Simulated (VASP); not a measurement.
# Al: relaxation of cell and atoms with r2SCAN

Al:

```
CELL_PARAMETERS angstrom
-1.40449 1.40449 2.03340
1.40449 -1.40449 2.03340
1.40449 1.40449 -2.03340
ATOMIC_POSITIONS crystal
Al 0.00000 0.00000 0.00000
```

```yaml
Program: VASP 6.6.1
Task: relaxation of cell and atoms
Functional: r2SCAN
Potentials_or_basis: VASP PAW PBE potentials, release 64 (Al)
Cutoff: 600 eV
k_mesh: 18 × 18 × 18
Occupations: gaussian, width 0.1 eV
Spin: no spin polarisation
Dipole_correction: no
Further_INCAR_settings: ALGO = Normal; EDIFF = 1e-07; IBRION = 2; EDIFFG = -0.025; NSW = 90; ISIF = 3
```

```yaml
Relaxed_volume: 15.84 Å³/atom
Relaxed_cell: a = 2.829 Å, b = 2.829 Å, c = 2.829 Å, α = 120.71°, β = 120.71°, γ = 88.78°
Space_group_after_relaxing_to_0.05_Å: I4/mmm (No. 139)
Energy_gained_by_relaxing: 0.7 meV/atom
Ionic_steps: 3
Pressure_after_relaxing: 0.1 GPa
```

Stress tensor (GPa, compression positive):
```
 0.24  0.00  0.00
 0.00  0.24  0.00
 0.00  0.00 -0.24
```

The path:
```tsv
step	energy change (eV)	largest force (eV/Å)	pressure (GPa)	volume (Å³)
1	0.0000	0.0000	-1.05	16.04
2	-0.0007	0.0000	0.33	15.80
3	-0.0007	0.0000	0.08	15.84
```

Final structure:
```
CELL_PARAMETERS angstrom
-1.39954 1.39954 2.02201
1.39954 -1.39954 2.02201
1.39954 1.39954 -2.02201
ATOMIC_POSITIONS crystal
Al 0.00000 0.00000 0.00000
```

Levels at points of the mesh, in eV from the Fermi level:
| k point | band 1 | band 2 | band 3 | band 4 | band 5 |
| --- | --- | --- | --- | --- | --- |
| (0.00, 0.00, 0.00) | -12.14 | 13.38 | 13.63 | 13.63 | 15.75 |
| (0.50, 0.00, 0.00) | -5.18 | -4.60 | 11.99 | 12.44 | 12.53 |
| (0.50, 0.50, 0.00) | -3.15 | -1.53 | 5.37 | 5.98 | 6.13 |
| (0.50, 0.50, 0.50) | -3.50 | -1.99 | 5.64 | 6.48 | 6.48 |

Wall time 2.6 min on 1 thread of Intel(R) Xeon(R) Platinum 8488C (Sapphire Rapids), with other jobs on the host, peak memory 0.18 GiB.

Caveat: the PAW data sets were made with another functional, which shifts forces and pressure a little.
